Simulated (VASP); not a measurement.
A run of VASP 6.6.1 is set up as follows.

File INCAR:

```
PREC = Accurate
ENCUT = 520
EDIFF = 1E-6
ISMEAR = -1
SIGMA = 0.11
LREAL = Auto
LASPH = True
NELM = 100
ALGO = Normal
ISIF = 2
LWAVE = False
LCHARG = False
GGA = PE
NBANDS = 38
```

Contents of KPOINTS:

```
regular mesh
0
Gamma
  2 2 2
```

Contents of POSCAR:

```
Li
1.0
    7.0944470000      0.0000000000      0.0000000000
    0.0000000000      7.0944470000      0.0000000000
    0.0000000000      0.0000000000      7.0944470000
Li
16
Direct
    0.0945669197      0.1210665186     -0.1757571802
    0.5591274415      0.1273249346      0.0150681230
    0.0593985690      0.7536175829      0.0940171940
    0.0507439128     -0.1157806944      0.5204774946
    0.1480453656      0.3282849248      0.1497932115
    0.5068612113      0.5006168909      0.0989224389
    0.4474062601      0.0901691140      0.4123365782
    0.9240748433      0.1205449840      0.3199967524
   -0.0139545760      0.5493733338      0.5417758424
    0.3472997966      0.7444695830      0.3223507061
    0.3283976891      0.3638338548      0.6526371964
    0.6318744787      0.5373075590      0.4340436964
    0.7676426366      0.8263223335      0.2103617097
    0.7057773495      0.1795911648      0.6524962411
    0.3557289243      0.8759386038      0.7209864278
    0.7871649475      0.7934938410      0.7594954194
```

Potentials or basis: VASP PAW PBE potentials, release 64 (Li_sv).

Launch:

```sh
$ cat potpaw_PBE.64/Li_sv/POTCAR > POTCAR
$ mpirun -np 1 vasp_std > vasp.out
```

**Question.** What does it give for the band gap on the k mesh?

**Answer.** Zero (band 24 reaches 0.52 eV, above the bottom of band 25 at -0.10 eV).

**Question.** Predict the largest force.

**Answer.** 0.887 eV/Å.

Forces on the atoms (eV/Å):
```
Li  -0.375 -0.046  0.202
Li  -0.087 -0.271  0.047
Li   0.598 -0.105 -0.576
Li   0.122  0.262 -0.142
Li   0.256  0.322  0.136
Li   0.184 -0.030 -0.737
Li  -0.175  0.155 -0.386
Li  -0.306  0.522  0.046
Li   0.365 -0.653 -0.165
Li  -0.191  0.100  0.106
Li   0.018  0.310  0.045
Li   0.110 -0.178  0.332
Li  -0.847 -0.046  0.258
Li   0.343  0.116  0.126
Li   0.421 -0.466  0.410
Li  -0.436  0.007  0.298
```

Caveat: the k points lie up to 0.44 Å⁻¹ apart.
